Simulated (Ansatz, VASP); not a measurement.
One calculation of SiC5, two programs

Contents of INCAR:

```
SYSTEM = SiC5
ALGO = Normal
EDIFF = 1E-7
ENCUT = 520
GGA = PE
ISIF = 2
ISMEAR = 0
LASPH = .True.
LCHARG = .False.
LREAL = .False.
LWAVE = .False.
NBANDS = 21
NELM = 100
PREC = Accurate
SIGMA = 0.1
```

File KPOINTS:

```
k-points
0
Gamma
  6 6 4
  0 0 0
```

The input POSCAR:

```
SiC5
1.0
    4.5911199300      0.0000000000      0.0000000000
   -2.2955599600      3.9760264900      0.0000000000
    0.0000000000      0.0000000000      4.3423270400
Si C
1 5
Direct
    0.0000000000      0.0000000000      0.5000000000
    0.0000000000      0.6666666700      0.0000000000
    0.6666666700      0.0000000000      0.0000000000
    0.3333333300      0.3333333300      0.0000000000
    0.3333333300      0.6666666700      0.5000000000
    0.6666666700      0.3333333300      0.5000000000
```

Input for Ansatz:

```yaml
crystal:
  lattice:
    - [4.59111993, 0.0, 0.0]
    - [-2.29555996, 3.97602649, 0.0]
    - [0.0, 0.0, 4.34232704]
  atoms:
    - { symbol: Si, position: [0.0, 0.0, 0.5] }
    - { symbol: C, position: [0.0, 0.66666667, 0.0] }
    - { symbol: C, position: [0.66666667, 0.0, 0.0] }
    - { symbol: C, position: [0.33333333, 0.33333333, 0.0] }
    - { symbol: C, position: [0.33333333, 0.66666667, 0.5] }
    - { symbol: C, position: [0.66666667, 0.33333333, 0.5] }
basis:
  ecutwfc: 420
kpoints:
  mp_grid: { grid: [6, 6, 4] }
hamiltonian:
  xc: pbe
scf:
  occupations: { method: gaussian, width: 0.1 }
  lower_state_search: "off"
output:
  forces: true
  stress: true
  eigenvalues: true
```

Alike in both runs: task single point; functional PBE; k mesh 6 × 6 × 4; occupations gaussian, width 0.1 eV; no spin polarisation.

```csv
,VASP,Ansatz
version,VASP 6.6.1,Ansatz 0.2.0
potentials or method,"VASP PAW PBE potentials, release 64 (Si, C), cutoff 520 eV","scalar-relativistic, plane waves, PAW"
valence electrons in the cell,24,24
```

```tsv
	VASP	Ansatz	Ansatz less VASP
gap on the k mesh at the Fermi level (eV)	none	none	-
rms of the force components (eV/Å)	0.035	0.035	+0.0003
```

Atom by atom the forces differ by 0.000 eV/Å (rms over components). A gap of «none» marks a metal or a gap that the smearing closes. With one functional, cell and mesh, what is left measures potentials, basis and numerics.

The k mesh is coarse, so the values compare programs but aren't converged.
